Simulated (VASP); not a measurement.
# HC12 (a cell with a defect) in VASP: single point with LDA

Aim: the single point of HC12 (a cell with a defect) with LDA.

Everything below comes from runs of VASP 6.6.1. Logs are shortened: lines on timing, memory, paths and dates and some standing lists are left out, and cuts for length are marked.

### 1 The cell of the first run

The cell holds a defect, 13 atoms: a = 4.325 Å, b = 4.325 Å, c = 4.325 Å, α = 80.41°, β = 70.53°, γ = 60.00°.

### 2 Single point, LDA

File INCAR:

```
SYSTEM = HC12
ALGO = Normal ; EDIFF = 1E-6
ENCUT = 520 ; GGA = CA
ISIF = 2 ; ISMEAR = 0
LASPH = .TRUE. ; LCHARG = .TRUE.
LELF = .TRUE. ; LREAL = .FALSE.
LVHAR = .TRUE. ; LWAVE = .FALSE.
NBANDS = 36 ; NELECT = 48.0
NELM = 60 ; PREC = Accurate
SIGMA = 0.05
```

File KPOINTS:

```
k-points
0
G
  6 6 6
  0 0 0
```

File POSCAR:

```
HC12
1.0
    1.7657489870     -3.5314979740     -1.7657489870
    3.5314979740     -1.7657489870      1.7657489870
   -1.7657489870     -3.5314979740      1.7657489870
C H
12 1
Direct
    0.2500000000      1.0000000000      0.2500000000
    0.0833333333      0.3333333333      0.7500000000
    0.9166666667      0.6666666667      0.2500000000
    0.7500000000      1.0000000000      0.7500000000
    0.5833333333      0.3333333333      0.2500000000
    0.4166666667      0.6666666667      0.7500000000
    0.9583333333      0.3333333333      0.1250000000
    0.7916666667      0.6666666667      0.6250000000
    0.6250000000      1.0000000000      0.1250000000
    0.4583333333      0.3333333333      0.6250000000
    0.2916666667      0.6666666667      0.1250000000
    0.1250000000      1.0000000000      0.6250000000
    1.1111111111      0.1944444444      0.4166666667
```

Potentials or basis: VASP PAW LDA potentials, release 64 (C, H).

Launch:

```bash
cat potpaw_LDA.64/C/POTCAR potpaw_LDA.64/H/POTCAR > POTCAR
mpirun -np 1 vasp_std > vasp.out
```

OUTCAR:

```text
SYSTEM = HC12
   EDIFF = 1E-6
   ENCUT = 520
   GGA = CA
   ISIF = 2
   ISMEAR = 0
   LASPH = .TRUE.
   LREAL = .FALSE.
   NELECT = 48.0
   NELM = 60
   PREC = Accurate

 ion  position               nearest neighbor table
   1  0.250  0.000  0.250-  13 1.00  11 1.53   7 1.53  12 1.53   9 1.53
   2  0.083  0.333  0.750-  12 1.53   8 1.53  10 1.53   7 1.53
   3  0.917  0.667  0.250-   8 1.53   9 1.53  11 1.53   7 1.53
   4  0.750  0.000  0.750-   8 1.53   9 1.53  10 1.53  12 1.53
   5  0.583  0.333  0.250-   9 1.53   7 1.53  10 1.53  11 1.53
   6  0.417  0.667  0.750-   8 1.53  11 1.53  12 1.53  10 1.53
   7  0.958  0.333  0.125-   1 1.53   2 1.53   5 1.53   3 1.53
   8  0.792  0.667  0.625-   4 1.53   3 1.53   2 1.53   6 1.53
   9  0.625  0.000  0.125-   5 1.53   3 1.53   4 1.53   1 1.53
  10  0.458  0.333  0.625-   2 1.53   4 1.53   5 1.53   6 1.53
  11  0.292  0.667  0.125-   1 1.53   3 1.53   5 1.53   6 1.53
  12  0.125  0.000  0.625-  13 1.12   2 1.53   4 1.53   6 1.53   1 1.53
  13  0.111  0.194  0.417-   1 1.00  12 1.12

  LATTYP: Found a base centered monoclinic cell.
 ALAT       =     4.3251840320
 B/A-ratio  =     1.7320508076
 C/A-ratio  =     1.0000000000
 COS(beta)  =    -0.3333333333

  Lattice vectors:

 A1 = (   1.7657489870,   1.7657489870,   3.5314979740)
 A2 = (  -3.5314979740,   1.7657489870,  -1.7657489870)
 A3 = (  -1.7657489870,  -3.5314979740,   1.7657489870)

Analysis of symmetry for initial positions (statically):
=====================================================================
 Subroutine PRICEL returns:
 Original cell was already a primitive cell.

 Routine SETGRP: Setting up the symmetry group for a
 base centered monoclinic supercell.

 Subroutine GETGRP returns: Found  1 space group operations
 (whereof  1 operations were pure point group operations)
 out of a pool of  4 trial point group operations.

The static configuration has the point symmetry C_1 .

Analysis of symmetry for dynamics (positions and initial velocities):
=====================================================================
 Subroutine PRICEL returns:
 Original cell was already a primitive cell.

 Routine SETGRP: Setting up the symmetry group for a
 base centered monoclinic supercell.

 Subroutine GETGRP returns: Found  1 space group operations
 (whereof  1 operations were pure point group operations)
 out of a pool of  4 trial point group operations.

The dynamic configuration has the point symmetry C_1 .

 Subroutine INISYM returns: Found  1 space group operations
 (whereof  1 operations are pure point group operations),
 and found     1 'primitive' translations

----------------------------------------------------------------------------------------

                                     Primitive cell

  volume of cell :      66.0645

  direct lattice vectors                    reciprocal lattice vectors
     1.765748987 -3.531497974 -1.765748987     0.047194326 -0.141582978 -0.235971630
     3.531497974 -1.765748987  1.765748987     0.188777304  0.000000000  0.188777304
    -1.765748987 -3.531497974  1.765748987    -0.141582978 -0.141582978  0.141582978

  length of vectors
     4.325184032  4.325184032  4.325184032     0.279205398  0.266971424  0.245228911

  position of ions in fractional coordinates (direct lattice)
     0.250000000  0.000000000  0.250000000
     0.083333333  0.333333333  0.750000000
     0.916666667  0.666666667  0.250000000
     0.750000000  0.000000000  0.750000000
     0.583333333  0.333333333  0.250000000
     0.416666667  0.666666667  0.750000000
     0.958333333  0.333333333  0.125000000
     0.791666667  0.666666667  0.625000000
     0.625000000  0.000000000  0.125000000
     0.458333333  0.333333333  0.625000000
     0.291666667  0.666666667  0.125000000
     0.125000000  0.000000000  0.625000000
     0.111111111  0.194444444  0.416666667

  ion indices of the primitive-cell ions
   primitive index   ion index
                 1           1
                 2           2
                 3           3
                 4           4
                 5           5
                 6           6
                 7           7
                 8           8
                 9           9
                10          10
                11          11
                12          12
                13          13

----------------------------------------------------------------------------------------

 KPOINTS: k-points

Automatic generation of k-mesh.
 Grid dimensions read from file:
 generate k-points for:    6    6    6

 Generating k-lattice:

  Cartesian coordinates                     Fractional coordinates (reciprocal lattice)
     0.007865721 -0.023597163 -0.039328605     0.166666667 -0.000000000 -0.000000000
     0.031462884  0.000000000  0.031462884     0.000000000  0.166666667  0.000000000
    -0.023597163 -0.023597163  0.023597163     0.000000000  0.000000000  0.166666667

  Length of vectors
     0.046534233  0.044495237  0.040871485

  Shift w.r.t. Gamma in fractional coordinates (k-lattice)
     0.000000000  0.000000000  0.000000000

 Subroutine IBZKPT returns following result:
 ===========================================

 Found    112 irreducible k-points:

 Following reciprocal coordinates:
            Coordinates               Weight
  0.000000  0.000000  0.000000      1.000000
  0.166667  0.000000  0.000000      2.000000
 -0.166667 -0.166667 -0.000000      2.000000
  0.333333 -0.000000  0.000000      2.000000
 -0.333333 -0.333333 -0.000000      2.000000
  0.500000 -0.000000  0.000000      1.000000
[... 16 lines left out ...]
 -0.166667 -0.166667 -0.166667      2.000000
  0.333333 -0.000000  0.166667      2.000000
 [... further k-points ...]
   k-points           NKPTS =    112   k-points in BZ     NKDIM =    112   number of bands    NBANDS=     36
   number of dos      NEDOS =    301   number of ions     NIONS =     13
   total plane-waves  NPLWV =  32768
   dimension x,y,z NGX =    32 NGY =   32 NGZ =   32
   dimension x,y,z NGXF=    64 NGYF=   64 NGZF=   64
   ions per type =              12   1
   NGX,Y,Z   is equivalent  to a cutoff of  12.30, 12.30, 12.30 a.u.
   NGXF,Y,Z  is equivalent  to a cutoff of  24.60, 24.60, 24.60 a.u.
 SYSTEM =  HC12
   PREC   = accura    normal or accurate (medium, high low for compatibility)
   ISTART =      0    job   : 0-new  1-cont  2-samecut
   ICHARG =      2    charge: 1-file 2-atom 10-const
   ISPIN  =      1    spin polarized calculation?
   LNONCOLLINEAR =      F non collinear calculations
   LSORBIT =      F    spin-orbit coupling
   LASPH  =      T    aspherical Exc in radial PAW
   ENCUT  =  520.0 eV  38.22 Ry    6.18 a.u.   8.04  8.04  8.04*2*pi/ulx,y,z
   NELM   =     60;   NELMIN=  2; NELMDL= -5     # of ELM steps
   EDIFF  = 0.1E-05   stopping-criterion for ELM
   LREAL  =      F    real-space projection
   EDIFFG = 0.1E-04   stopping-criterion for IOM
   NSW    =      0    number of steps for IOM
   IBRION =     -1    ionic relax: 0-MD 1-quasi-New 2-CG
   NFREE  =      0    steps in history (QN), initial steepest desc. (CG)
   ISIF   =      2    stress and relaxation
   ISYM   =      2    0-nonsym 1-usesym 2-fastsym
   POTIM  = 0.5000    time-step for ionic-motion
   TEBEG  =    0.0;   TEEND  =   0.0 temperature during run
   PSTRESS=    0.0 pullay stress
   NELECT =      48.0000    total number of electrons
   NUPDOWN=      -1.0000    fix difference up-down
   EMIN   =  10.00;   EMAX   =-10.00  energy-range for DOS
   EFERMI =   0.00;   METHOD = LEGACY
   ISMEAR =     0;   SIGMA  =   0.05  broadening in eV -4-tet -1-fermi 0-gaus
   EFERMI_NEDOS =   21; number of points for ismear=-14 and -15
   IALGO  =     38    algorithm
   IMIX   =      4    mixing-type and parameters
     AMIX     =   0.40;   BMIX     =  1.00
     AMIX_MAG =   1.60;   BMIX_MAG =  1.00
  volume/ion in A,a.u.               =       5.08        34.29
  Fermi-wavevector in a.u.,A,eV,Ry     =   1.471745  2.781195 29.470667  2.166033
  Thomas-Fermi vector in A             =   2.586844
   LORBIT       =      0    0 simple, 1 ext, 2 COOP (PROOUT), +10 PAW based schemes
   GGA     = CA    functional components
   LHFCALC =     F    Hartree Fock is set to
   AEXX    =    0.0000 exact exchange contribution
   IVDW    =     0    specifies the selected vdW correction
   LEPSILON=     F    determine dielectric tensor
   LRPA    =     F    only Hartree local field effects (RPA)
 non-spin polarized calculation
 Gauss-broadening in eV      SIGMA  =   0.05
  energy-cutoff  :      520.00
  volume of cell :       66.06
 maximum number of plane-waves:      1807
   NGX = 17   NGY = 17   NGZ = 17

 number of electron      47.9999998 magnetization

 Free energy of the ion-electron system (eV)
  ---------------------------------------------------
  ext. energy  EPLUGINS =         0.00000000
  ---------------------------------------------------
  free energy    TOTEN  =      -131.05845231 eV

  energy without entropy =     -131.05845231  energy(sigma->0) =     -131.05845231

 E-fermi :  10.5637     XC(G=0): -13.6458

 val. band max:       10.3152292116   @ k =   0.0000   0.0000   0.0000
 cond. band min:      13.5693153782   @ k =  -0.3333   0.3333   0.3333
 fundamental gap:      3.2540861666
 Fermi energy:        10.5636633444

 k-point     1 :       0.0000    0.0000    0.0000
  band No.  band energies     occupation
      1     -12.2962      2.00000
      2      -7.1144      2.00000
      3      -5.4572      2.00000
      4      -3.8811      2.00000
      5      -3.4915      2.00000
      6      -3.3420      2.00000
[... 28 lines left out ...]
     35      20.0091      0.00000
     36      20.6947      0.00000

 k-point     2 :       0.1667    0.0000    0.0000
  band No.  band energies     occupation
      1     -12.0910      2.00000
      2      -7.4361      2.00000
      3      -5.4412      2.00000
      4      -4.8125      2.00000
      5      -4.3901      2.00000
      6      -3.5163      2.00000
[... 850 lines left out ...]
 k-point    24 :       0.3333   -0.0000    0.1667
  band No.  band energies     occupation
      1     -11.5662      2.00000
      2      -7.9909      2.00000
      3      -6.0121      2.00000
      4      -5.2152      2.00000
      5      -4.7649      2.00000
      6      -4.5005      2.00000
[... 28 lines left out ...]
     35      19.6852      0.00000
     36      20.7654      0.00000

 [... further k-points ...]
[... 5 lines left out ...]
  --------------------------------------------------------------------------------------
  -------------------------------------------------------------------------------------
  Total       -6.3497731     -6.3757473     -3.8484003      2.1297492     -3.5318697      0.4086134
  in kB     -153.9928811   -154.6228002    -93.3303041     51.6500685    -85.6538936      9.9095744
  external PRESSURE =    -133.9819951 kB  Pullay stress =       0.0000000 kB

 VOLUME and BASIS-vectors are now :
 -----------------------------------------------------------------------------
  energy-cutoff  :      520.00
  volume of cell :       66.06
      direct lattice vectors                 reciprocal lattice vectors
     1.765748987 -3.531497974 -1.765748987     0.047194326 -0.141582978 -0.235971630
     3.531497974 -1.765748987  1.765748987     0.188777304  0.000000000  0.188777304
    -1.765748987 -3.531497974  1.765748987    -0.141582978 -0.141582978  0.141582978

 POSITION                                       TOTAL-FORCE (eV/Angst)
 -----------------------------------------------------------------------------------
      0.00000     -1.76575      0.00000         0.301382      4.090815     -8.620202
     -0.00000     -3.53150      1.76575         0.239300     -1.465457      0.753781
      3.53150     -5.29725     -0.00000         0.408798      0.031300      0.239456
      0.00000     -5.29725      0.00000        -0.080081      0.452191      0.103615
      1.76575     -3.53150      0.00000         0.037203     -0.168008      0.007730
      1.76575     -5.29725      1.76575         0.451854     -0.236874     -0.392303
      2.64862     -4.41437     -0.88287         1.096959      1.913251      0.455946
      2.64862     -6.18012      0.88287         0.085855     -0.103893      0.395622
      0.88287     -2.64862     -0.88287         0.315335     -0.380276     -0.478855
      0.88287     -4.41437      0.88287        -0.025484     -0.023346      0.082911
      2.64862     -2.64862      0.88287        -0.421805      0.404857      0.341610
     -0.88287     -2.64862      0.88287        -5.360159     -2.710514      1.435286
      0.14715     -2.20719      0.88287         2.950843     -1.804046      5.675403
 -----------------------------------------------------------------------------------
    total drift:                                0.000219     -0.000036      0.000200

  FREE ENERGIE OF THE ION-ELECTRON SYSTEM (eV)
  ---------------------------------------------------
  free  energy   TOTEN  =      -131.0584523108 eV

  energy  without entropy=     -131.0584523108  energy(sigma->0) =     -131.05845231
```

Wall time 4.5 min (1 thread of AMD EPYC 7R13, shared host); peak memory 0.25 GiB.

What came out:

- Free energy: -131.0585 eV
- Largest force: 9.546 eV/Å

Forces on the atoms (eV/Å):
```
C    0.301  4.091 -8.620
C    0.239 -1.465  0.754
C    0.409  0.031  0.239
C   -0.080  0.452  0.104
C    0.037 -0.168  0.008
C    0.452 -0.237 -0.392
C    1.097  1.913  0.456
C    0.086 -0.104  0.396
C    0.315 -0.380 -0.479
C   -0.025 -0.023  0.083
C   -0.422  0.405  0.342
C   -5.360 -2.711  1.435
H    2.951 -1.804  5.675
```

Caveat: the cell carries a net charge on a neutralising background, which shifts energy and pressure; the cell is charged against a uniform background, so pressure and absolute levels hang on convention.
